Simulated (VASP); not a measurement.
# SiC (P6_3mc) in VASP: further runs, part 2 of 3

VASP 6.6.1. The steps go on from the part before.

## Step 3: Single point, PBE+D3(BJ)

This run uses another cell than the first one, of the same volume but with other edges.

Contents of INCAR:

```
  PREC = Accurate
  ENCUT = 520
  EDIFF = 1E-7
  ISMEAR = 0
  SIGMA = 0.05
  LREAL = False
  LASPH = True
  NELM = 100
  ALGO = Normal
  ISIF = 2
  LWAVE = False
  LCHARG = True
  GGA = PE
  IVDW = 12
  LELF = True
  LVHAR = True
  NBANDS = 16
```

Contents of KPOINTS:

```
regular mesh
0
Gamma
  12 12 6
```

Contents of POSCAR:

```
SiC
1.0
    3.1791678455      0.0000000000      0.0000000000
   -1.5895839227      2.7532401171      0.0000000000
    0.0000000000      0.0000000000      4.7995896963
Si C
2 2
Direct
    0.3333333333      0.6666666667      0.0045639005
    0.6666666667      0.3333333333      0.5045639005
    0.3333333333      0.6666666667      0.4102553796
    0.6666666667      0.3333333333      0.9102553796
```

Potentials or basis: VASP PAW PBE potentials, release 64 (Si, C).

Run with:

```bash
$ cat potpaw_PBE.64/Si/POTCAR potpaw_PBE.64/C/POTCAR > POTCAR
$ mpirun -np 1 vasp_std > vasp.out
```

OUTCAR:

```text
PREC = Accurate
   ENCUT = 520
   EDIFF = 1E-7
   ISMEAR = 0
   LREAL = False
   LASPH = True
   NELM = 100
   ISIF = 2
   GGA = PE
   IVDW = 12
 IVDW          = 12

 ion  position               nearest neighbor table
   1  0.333  0.667  0.005-   4 1.89   4 1.89   4 1.89   3 1.95   2 3.02   2 3.02   2 3.02   2 3.02
                             2 3.02   2 3.02
   2  0.667  0.333  0.505-   3 1.89   3 1.89   3 1.89   4 1.95   1 3.02   1 3.02   1 3.02   1 3.02
                             1 3.02   1 3.02
   3  0.333  0.667  0.410-   2 1.89   2 1.89   2 1.89   1 1.95
   4  0.667  0.333  0.910-   1 1.89   1 1.89   1 1.89   2 1.95

  LATTYP: Found a hexagonal cell.
 ALAT       =     3.1791678455
 C/A-ratio  =     1.5097000000

  Lattice vectors:

 A1 = (   3.1791678455,   0.0000000000,   0.0000000000)
 A2 = (  -1.5895839227,   2.7532401171,   0.0000000000)
 A3 = (   0.0000000000,   0.0000000000,   4.7995896963)

Analysis of symmetry for initial positions (statically):
=====================================================================
 Subroutine PRICEL returns:
 Original cell was already a primitive cell.

 Routine SETGRP: Setting up the symmetry group for a
 hexagonal supercell.

 Subroutine GETGRP returns: Found 12 space group operations
 (whereof  6 operations were pure point group operations)
 out of a pool of 24 trial point group operations.

The static configuration has the point symmetry C_3v.
 The point group associated with its full space group is C_6v.

Analysis of symmetry for dynamics (positions and initial velocities):
=====================================================================
 Subroutine PRICEL returns:
 Original cell was already a primitive cell.

 Routine SETGRP: Setting up the symmetry group for a
 hexagonal supercell.

 Subroutine GETGRP returns: Found 12 space group operations
 (whereof  6 operations were pure point group operations)
 out of a pool of 24 trial point group operations.

The dynamic configuration has the point symmetry C_3v.
 The point group associated with its full space group is C_6v.

 Subroutine INISYM returns: Found 12 space group operations
 (whereof  6 operations are pure point group operations),
 and found     1 'primitive' translations

----------------------------------------------------------------------------------------

                                     Primitive cell

  volume of cell :      42.0109

  direct lattice vectors                    reciprocal lattice vectors
     3.179167845  0.000000000  0.000000000     0.314547721  0.181604211  0.000000000
    -1.589583923  2.753240117  0.000000000     0.000000000  0.363208423  0.000000000
     0.000000000  0.000000000  4.799589696     0.000000000  0.000000000  0.208351143

  length of vectors
     3.179167845  3.179167845  4.799589696     0.363208423  0.363208423  0.208351143

  position of ions in fractional coordinates (direct lattice)
     0.333333333  0.666666667  0.004563901
     0.666666667  0.333333333  0.504563901
     0.333333333  0.666666667  0.410255380
     0.666666667  0.333333333  0.910255380

  ion indices of the primitive-cell ions
   primitive index   ion index
                 1           1
                 2           2
                 3           3
                 4           4

[... 31 lines left out ...]
  0.250000 -0.000000  0.000000      6.000000
  0.333333 -0.000000  0.000000      6.000000
  0.416667  0.000000  0.000000      6.000000
[... 16 lines left out ...]
  0.250000 -0.000000  0.166667     12.000000
  0.333333 -0.000000  0.166667     12.000000
 [... further k-points ...]
   k-points           NKPTS =     76   k-points in BZ     NKDIM =     76   number of bands    NBANDS=     16
   number of dos      NEDOS =    301   number of ions     NIONS =      4
   total plane-waves  NPLWV =  20736
   dimension x,y,z NGX =    24 NGY =   24 NGZ =   36
   dimension x,y,z NGXF=    48 NGYF=   48 NGZF=   72
   ions per type =               2   2
   NGX,Y,Z   is equivalent  to a cutoff of  12.55, 12.55, 12.47 a.u.
   NGXF,Y,Z  is equivalent  to a cutoff of  25.10, 25.10, 24.94 a.u.
 SYSTEM =  unknown system
   PREC   = accura    normal or accurate (medium, high low for compatibility)
   ISTART =      0    job   : 0-new  1-cont  2-samecut
   ICHARG =      2    charge: 1-file 2-atom 10-const
   ISPIN  =      1    spin polarized calculation?
   LNONCOLLINEAR =      F non collinear calculations
   LSORBIT =      F    spin-orbit coupling
   LASPH  =      T    aspherical Exc in radial PAW
   ENCUT  =  520.0 eV  38.22 Ry    6.18 a.u.   5.91  5.91  8.92*2*pi/ulx,y,z
   NELM   =    100;   NELMIN=  2; NELMDL= -5     # of ELM steps
   EDIFF  = 0.1E-06   stopping-criterion for ELM
   LREAL  =      F    real-space projection
   EDIFFG = 0.1E-05   stopping-criterion for IOM
   NSW    =      0    number of steps for IOM
   IBRION =     -1    ionic relax: 0-MD 1-quasi-New 2-CG
   NFREE  =      0    steps in history (QN), initial steepest desc. (CG)
   ISIF   =      2    stress and relaxation
   ISYM   =      2    0-nonsym 1-usesym 2-fastsym
   POTIM  = 0.5000    time-step for ionic-motion
   TEBEG  =    0.0;   TEEND  =   0.0 temperature during run
   PSTRESS=    0.0 pullay stress
   NELECT =      16.0000    total number of electrons
   NUPDOWN=      -1.0000    fix difference up-down
   EMIN   =  10.00;   EMAX   =-10.00  energy-range for DOS
   EFERMI =   0.00;   METHOD = LEGACY
   ISMEAR =     0;   SIGMA  =   0.05  broadening in eV -4-tet -1-fermi 0-gaus
   EFERMI_NEDOS =   21; number of points for ismear=-14 and -15
   IALGO  =     38    algorithm
   IMIX   =      4    mixing-type and parameters
     AMIX     =   0.40;   BMIX     =  1.00
     AMIX_MAG =   1.60;   BMIX_MAG =  1.00
  volume/ion in A,a.u.               =      10.50        70.88
  Fermi-wavevector in a.u.,A,eV,Ry     =   1.186664  2.242469 19.159321  1.408170
  Thomas-Fermi vector in A             =   2.322831
   LORBIT       =      0    0 simple, 1 ext, 2 COOP (PROOUT), +10 PAW based schemes
   GGA     = PE    functional components
   LHFCALC =     F    Hartree Fock is set to
   AEXX    =    0.0000 exact exchange contribution
   IVDW    =    12    specifies the selected vdW correction
   LEPSILON=     F    determine dielectric tensor
   LRPA    =     F    only Hartree local field effects (RPA)
 non-spin polarized calculation
 Gauss-broadening in eV      SIGMA  =   0.05
  energy-cutoff  :      520.00
  volume of cell :       42.01
 maximum number of plane-waves:      1146
 NGX is ok and might be reduce to    24

 number of electron      16.0000000 magnetization

 Free energy of the ion-electron system (eV)
  ---------------------------------------------------
  ext. energy  EPLUGINS =         0.00000000
  ---------------------------------------------------
  free energy    TOTEN  =       -29.69003052 eV

  energy without entropy =      -29.69003052  energy(sigma->0) =      -29.69003052

 E-fermi :   9.3021     XC(G=0): -11.2827

 val. band max:        9.0578280352   @ k =   0.0000   0.0000   0.0000
 cond. band min:      10.0910556608   @ k =   0.5000  -0.0000   0.0000
 fundamental gap:      1.0332276256
 Fermi energy:         9.3021379901

 k-point     1 :       0.0000    0.0000    0.0000
  band No.  band energies     occupation
      1      -7.3578      2.00000
      2      -3.2853      2.00000
      3       0.0462      2.00000
      4       6.0964      2.00000
      5       6.0964      2.00000
      6       7.7591      2.00000
[... 433 lines left out ...]
      3       0.7097      2.00000
      4       2.8483      2.00000
      5       3.3516      2.00000
      6       4.7017      2.00000
[... 8 lines left out ...]
     15      19.3466      0.00000
     16      19.5310      0.00000

 [... further k-points ...]

------------------------ aborting loop because EDIFF is reached ----------------------------------------

 Edisp (eV)   -1.18288

 E8    (eV) :    -0.4438

  FORCE on cell =-STRESS in cart. coord.  units (eV):
  Direction    XX          YY          ZZ          XY          YZ          ZX
  --------------------------------------------------------------------------------------
  -------------------------------------------------------------------------------------
  Total      -3.80153    -3.80153     2.87634    -0.00000    -0.00000     0.00000
  in kB    -144.97986  -144.97986   109.69567    -0.00000    -0.00000     0.00000
  external pressure =      -60.09 kB  Pullay stress =        0.00 kB

 VOLUME and BASIS-vectors are now :
 -----------------------------------------------------------------------------
  energy-cutoff  :      520.00
  volume of cell :       42.01
      direct lattice vectors                 reciprocal lattice vectors
     3.179167845  0.000000000  0.000000000     0.314547721  0.181604211  0.000000000
    -1.589583923  2.753240117  0.000000000     0.000000000  0.363208423  0.000000000
     0.000000000  0.000000000  4.799589696     0.000000000  0.000000000  0.208351143

 POSITION                                       TOTAL-FORCE (eV/Angst)
 -----------------------------------------------------------------------------------
     -0.00000      1.83549      0.02190        -0.000000      0.000000      1.352413
      1.58958      0.91775      2.42170         0.000000     -0.000000      1.352413
     -0.00000      1.83549      1.96906         0.000000     -0.000000     -1.352413
      1.58958      0.91775      4.36885        -0.000000      0.000000     -1.352413
 -----------------------------------------------------------------------------------
    total drift:                               -0.000000      0.000000      0.000243

  FREE ENERGIE OF THE ION-ELECTRON SYSTEM (eV)
  ---------------------------------------------------
  free  energy   TOTEN  =       -30.8729140677 eV

  energy  without entropy=      -30.8729140677  energy(sigma->0) =      -30.87291407
```

OSZICAR:

```text
N       E                     dE             d eps       ncg     rms          rms(c)
DAV:   1     0.246919955738E+02    0.24692E+02   -0.71072E+03  2432   0.892E+02
DAV:   2    -0.308716946818E+02   -0.55564E+02   -0.51270E+02  3408   0.156E+02
DAV:   3    -0.333320057263E+02   -0.24603E+01   -0.24497E+01  3248   0.304E+01
DAV:   4    -0.333509085191E+02   -0.18903E-01   -0.18899E-01  2928   0.323E+00
DAV:   5    -0.333511008118E+02   -0.19229E-03   -0.19229E-03  3264   0.308E-01    0.122E+01
DAV:   6    -0.297704135155E+02    0.35807E+01   -0.63540E+00  3168   0.155E+01    0.541E+00
DAV:   7    -0.297073095831E+02    0.63104E-01   -0.11042E+00  3472   0.609E+00    0.242E+00
DAV:   8    -0.296911124788E+02    0.16197E-01   -0.48662E-02  2728   0.142E+00    0.595E-01
DAV:   9    -0.296896038717E+02    0.15086E-02   -0.81928E-03  3288   0.603E-01    0.130E-01
DAV:  10    -0.296899899926E+02   -0.38612E-03   -0.11338E-03  2992   0.195E-01    0.617E-02
DAV:  11    -0.296900291914E+02   -0.39199E-04   -0.11036E-04  2872   0.740E-02    0.134E-02
DAV:  12    -0.296900297630E+02   -0.57161E-06   -0.73800E-06  3208   0.176E-02    0.418E-03
DAV:  13    -0.296900304880E+02   -0.72499E-06   -0.87726E-07  2936   0.605E-03    0.259E-03
DAV:  14    -0.296900305170E+02   -0.29017E-07   -0.33494E-08  2064   0.125E-03
   1 F= -.30872914E+02 E0= -.30872914E+02  d E =-.139677E-14
```

stdout:

```text
POSCAR found type information on POSCAR SiC
 POSCAR found :  2 types and       4 ions
 scaLAPACK will be used
 LDA part: xc-table for (Slater+PW92), standard interpolation
 POSCAR, INCAR and KPOINTS ok, starting setup
 FFT: planning ... GRIDC
 FFT: planning ... GRID_SOFT
 FFT: planning ... GRID
 WAVECAR not read
 entering main loop
```

It took 52 s on 1 thread of AMD EPYC 7R43 (Zen 3), shared host; peak memory 0.15 GiB.

Results:

| Property | Result |
| --- | --- |
| Free energy | -30.8729 eV |
| Pressure | -6.0 GPa |
| Largest force | 1.352 eV/Å |
| Band gap on the k mesh | 1.03 eV, indirect (least direct gap 2.29 eV) |
| Dispersion energy per atom | -0.296 eV |

Forces on the atoms (eV/Å):
```
Si   0.000  0.000  1.352
Si   0.000  0.000  1.352
C    0.000  0.000 -1.352
C    0.000  0.000 -1.352
```

Caveat: forces of over 1 eV/Å act on the atoms, so gaps and moduli don't describe the material at rest. A hybrid or GW would open this gap; PBE tends to underestimate it.

## Step 4: Single point, PBE (c/a of the conventional cell at fixed volume 1.7722)

Contents of INCAR:

```
PREC     = Accurate       # precision mode
ENCUT    = 520            # plane-wave cutoff, eV
EDIFF    = 1E-7           # SCF threshold, eV
ISMEAR   = 0              # smearing method
SIGMA    = 0.05           # smearing width, eV
LREAL    = F              # projectors in reciprocal space
LASPH    = T              # aspherical terms in the spheres
NELM     = 80             # most SCF steps
ALGO     = Normal         # electronic algorithm
ISIF     = 2              # what is computed and relaxed
LWAVE    = F              # write WAVECAR
LCHARG   = T              # write CHGCAR
GGA      = PE             # functional
LELF     = T              # ELF
LVHAR    = T            
NBANDS   = 16             # bands
```

KPOINTS is that of step 3.

Contents of POSCAR:

```
SiC
1.0
    3.0137421920      0.0000000000      0.0000000000
   -1.5068710960      2.6099772987      0.0000000000
    0.0000000000      0.0000000000      5.3409539127
Si C
2 2
Direct
    0.3333333333      0.6666666667      0.0045639005
    0.6666666667      0.3333333333      0.5045639005
    0.3333333333      0.6666666667      0.4251748739
    0.6666666667      0.3333333333      0.9251748739
```

Potentials or basis: VASP PAW PBE potentials, release 64 (Si, C).

Run with:

```bash
$ cat potpaw_PBE.64/Si/POTCAR potpaw_PBE.64/C/POTCAR > POTCAR
$ mpirun -np 1 vasp_std > vasp.out
```

OUTCAR:

```text
PREC = Accurate
   ENCUT = 520
   EDIFF = 1E-7
   ISMEAR = 0
   LREAL = F
   LASPH = T
   NELM = 80
   ISIF = 2
   GGA = PE

 ion  position               nearest neighbor table
   1  0.333  0.667  0.005-   4 1.79   4 1.79   4 1.79   3 2.25
   2  0.667  0.333  0.505-   3 1.79   3 1.79   3 1.79   4 2.25
   3  0.333  0.667  0.425-   2 1.79   2 1.79   2 1.79   1 2.25
   4  0.667  0.333  0.925-   1 1.79   1 1.79   1 1.79   2 2.25

  LATTYP: Found a hexagonal cell.
 ALAT       =     3.0137421920
 C/A-ratio  =     1.7722000000

  Lattice vectors:

 A1 = (   3.0137421920,   0.0000000000,   0.0000000000)
 A2 = (  -1.5068710960,   2.6099772987,   0.0000000000)
 A3 = (   0.0000000000,   0.0000000000,   5.3409539127)

Analysis of symmetry for initial positions (statically):
=====================================================================
 Subroutine PRICEL returns:
 Original cell was already a primitive cell.

 Routine SETGRP: Setting up the symmetry group for a
 hexagonal supercell.

 Subroutine GETGRP returns: Found 12 space group operations
 (whereof  6 operations were pure point group operations)
 out of a pool of 24 trial point group operations.

The static configuration has the point symmetry C_3v.
 The point group associated with its full space group is C_6v.

Analysis of symmetry for dynamics (positions and initial velocities):
=====================================================================
 Subroutine PRICEL returns:
 Original cell was already a primitive cell.

 Routine SETGRP: Setting up the symmetry group for a
 hexagonal supercell.

 Subroutine GETGRP returns: Found 12 space group operations
 (whereof  6 operations were pure point group operations)
 out of a pool of 24 trial point group operations.

The dynamic configuration has the point symmetry C_3v.
 The point group associated with its full space group is C_6v.

[... 123 lines left out ...]
  volume/ion in A,a.u.               =      10.50        70.88
  Fermi-wavevector in a.u.,A,eV,Ry     =   1.186664  2.242469 19.159321  1.408170
  Thomas-Fermi vector in A             =   2.322831
   LORBIT       =      0    0 simple, 1 ext, 2 COOP (PROOUT), +10 PAW based schemes
   GGA     = PE    functional components
   LHFCALC =     F    Hartree Fock is set to
   AEXX    =    0.0000 exact exchange contribution
   IVDW    =     0    specifies the selected vdW correction
   LEPSILON=     F    determine dielectric tensor
   LRPA    =     F    only Hartree local field effects (RPA)
 non-spin polarized calculation
 Gauss-broadening in eV      SIGMA  =   0.05
  energy-cutoff  :      520.00
  volume of cell :       42.01
 maximum number of plane-waves:      1149
 NGX is ok and might be reduce to    24

 number of electron      15.9999998 magnetization

 Free energy of the ion-electron system (eV)
  ---------------------------------------------------
  ext. energy  EPLUGINS =         0.00000000
  ---------------------------------------------------
  free energy    TOTEN  =       -29.12060387 eV

  energy without entropy =      -29.12060387  energy(sigma->0) =      -29.12060387

 E-fermi :   8.6999     XC(G=0): -11.2517

 val. band max:        8.4727823435   @ k =   0.0833   0.0000   0.0000
 cond. band min:      10.7023477753   @ k =   0.5000   0.0000   0.3333
 fundamental gap:      2.2295654318
 Fermi energy:         8.6998884705

 k-point     1 :       0.0000    0.0000    0.0000
  band No.  band energies     occupation
      1      -7.5119      2.00000
      2      -4.9295      2.00000
      3       0.0861      2.00000
      4       6.6046      2.00000
      5       6.6046      2.00000
      6       7.4038      2.00000
[... 433 lines left out ...]
      3       1.0487      2.00000
      4       2.5866      2.00000
      5       2.7494      2.00000
      6       5.1112      2.00000
[... 8 lines left out ...]
     15      18.4189      0.00000
     16      19.9124      0.00000

 [... further k-points ...]

------------------------ aborting loop because EDIFF is reached ----------------------------------------

  FORCE on cell =-STRESS in cart. coord.  units (eV):
  Direction    XX          YY          ZZ          XY          YZ          ZX
  --------------------------------------------------------------------------------------
  -------------------------------------------------------------------------------------
  Total        6.7328904      6.7328904     -3.9110755      0.0000000      0.0000000      0.0000000
  in kB      256.7736592    256.7736591   -149.1575104      0.0000000      0.0000000      0.0000000
  external PRESSURE =     121.4632693 kB  Pullay stress =       0.0000000 kB

 VOLUME and BASIS-vectors are now :
 -----------------------------------------------------------------------------
  energy-cutoff  :      520.00
  volume of cell :       42.01
      direct lattice vectors                 reciprocal lattice vectors
     3.013742192  0.000000000  0.000000000     0.331813386  0.191572547  0.000000000
    -1.506871096  2.609977299  0.000000000     0.000000000  0.383145095  0.000000000
     0.000000000  0.000000000  5.340953913     0.000000000  0.000000000  0.187232471

 POSITION                                       TOTAL-FORCE (eV/Angst)
 -----------------------------------------------------------------------------------
     -0.00000      1.73998      0.02438         0.000000     -0.000000      2.113743
      1.50687      0.86999      2.69485        -0.000000     -0.000000      2.113743
     -0.00000      1.73998      2.27084         0.000000     -0.000000     -2.113743
      1.50687      0.86999      4.94132        -0.000000      0.000000     -2.113743
 -----------------------------------------------------------------------------------
    total drift:                               -0.000000      0.000000     -0.000563

  FREE ENERGIE OF THE ION-ELECTRON SYSTEM (eV)
  ---------------------------------------------------
  free  energy   TOTEN  =       -29.1206038723 eV

  energy  without entropy=      -29.1206038723  energy(sigma->0) =      -29.12060387
```

stdout:

```text
POSCAR found type information on POSCAR SiC
 POSCAR found :  2 types and       4 ions
 scaLAPACK will be used
 LDA part: xc-table for (Slater+PW92), standard interpolation
 POSCAR, INCAR and KPOINTS ok, starting setup
 FFT: planning ... GRIDC
 FFT: planning ... GRID_SOFT
 FFT: planning ... GRID
 WAVECAR not read
 entering main loop
```

Run time: 1.8 min. Hardware: 1 thread of AMD EPYC 7R43 (Zen 3), shared host; peak memory 0.14 GiB.

What came out:

- Free energy: -29.1206 eV
- Pressure: 12.1 GPa
- Largest force: 2.114 eV/Å
- Band gap on the k mesh: 2.23 eV, indirect (least direct gap 3.92 eV)

Forces on the atoms (eV/Å):
```
Si   0.000  0.000  2.114
Si   0.000  0.000  2.114
C    0.000  0.000 -2.114
C    0.000  0.000 -2.114
```

Stress tensor (GPa, compression positive):
```
 25.68   0.00   0.00
  0.00  25.68   0.00
  0.00   0.00 -14.92
```

Caveat: forces of over 1 eV/Å act on the atoms, so gaps and moduli don't describe the material at rest. A k mesh can miss the band edges.

(Continued in part 3 of 3.)
